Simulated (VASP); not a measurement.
Input of a VASP 6.6.1 run:

INCAR

```
PREC = Accurate
ENCUT = 600
EDIFF = 1E-6
ISMEAR = -1
SIGMA = 0.1
LREAL = False
LASPH = True
NELM = 60
ALGO = Normal
ISIF = 3
LWAVE = False
LCHARG = False
IBRION = 2
NSW = 80
EDIFFG = -0.02
PSTRESS = 40.0
```

Contents of KPOINTS:

```
Automatic mesh
0
Gamma
  10 10 10
```

File POSCAR:

```
ZrC
1.0
    0.0000000000      2.3650000000      2.3650000000
    2.3650000000      0.0000000000      2.3650000000
    2.3650000000      2.3650000000      0.0000000000
Zr C
1 1
Direct
    0.5000000000      0.5000000000      0.5000000000
    0.0000000000      0.0000000000      0.0000000000
```

Potentials or basis: VASP PAW LDA potentials, release 64 (Zr_sv, C).

Command:

```console
$ cat potpaw_LDA.64/Zr_sv/POTCAR potpaw_LDA.64/C/POTCAR > POTCAR
$ mpirun -np 1 vasp_std > vasp.out
```

**Question.** Predict the space group after relaxing (to 0.05 Å).

**Answer.** Fm-3m (No. 225).

**Question.** Estimate the relaxed volume.

**Answer.** 12.34 Å³/atom.

**Question.** What does it give for the relaxed cell?

**Answer.** a = 3.268 Å, b = 3.268 Å, c = 3.268 Å, α = 60.00°, β = 60.00°, γ = 60.00°.

**Question.** What does it give for the band gap on the k mesh?

**Answer.** Zero (band 8 reaches 11.00 eV, above the bottom of band 9 at 9.73 eV).

Final structure:
```
Zr C
1.0
     0.00000    2.31070    2.31070
     2.31070    0.00000    2.31070
     2.31070    2.31070    0.00000
Zr C
1 1
Direct
  0.50000 0.50000 0.50000
  0.00000 0.00000 0.00000
```

Caveat: the cell is relaxed towards a set pressure, so the enthalpy falls and the energy may rise. Zero-point motion and thermal expansion aren't in these numbers.
